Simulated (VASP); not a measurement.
Si3N4, 14 atoms in the cell. The structure is hexagonal, space group P6_3/m (No. 176). Conventional cell: a = 7.637 Å, b = 7.637 Å, c = 2.922 Å, α = 90.00°, β = 90.00°, γ = 120.00°. Within 2.3 Å of Si (site symmetry m) lie 4 N at 1.74 Å. Within 2.3 Å of N (site symmetry -6) lie 3 Si at 1.74 Å. N (site symmetry m) has 3 Si at 1.74 Å within 2.3 Å. 

| Property | Result |
| --- | --- |
| Program | VASP 6.6.1 |
| Task | electric field gradients |
| Functional | r2SCAN |
| Potentials or basis | VASP PAW PBE potentials, release 64 (Si, N) |
| Cutoff | 520 eV |
| k mesh | 4 × 4 × 9 |
| Occupations | fermi-dirac, width 0.02 eV |
| Spin | no spin polarisation |
| Dipole correction | no |
| Further INCAR settings | ALGO = Normal; EDIFF = 1e-08; NBANDS = 45 |

Potentials or basis: VASP PAW PBE potentials, release 64 (Si, N).

Command:

```sh
$ cat potpaw_PBE.64/Si/POTCAR potpaw_PBE.64/N/POTCAR > POTCAR
$ cp INCAR.step1 INCAR
$ mpirun -np 1 vasp_std > vasp.out
$ cp INCAR.step2 INCAR
$ mpirun -np 1 vasp_std > vasp.out
```

Hardware: 1 thread of Intel(R) Xeon(R) Platinum 8259CL CPU @ 2.50GHz (Skylake/Cascade Lake), with other jobs on the host.

Task: How long does it take, and how much memory?

Result: Run time: 9.7 min on 1 thread of Intel(R) Xeon(R) Platinum 8259CL CPU @ 2.50GHz (Skylake/Cascade Lake), with other jobs on the host, peak memory 0.35 GiB. Counts: k points 20.
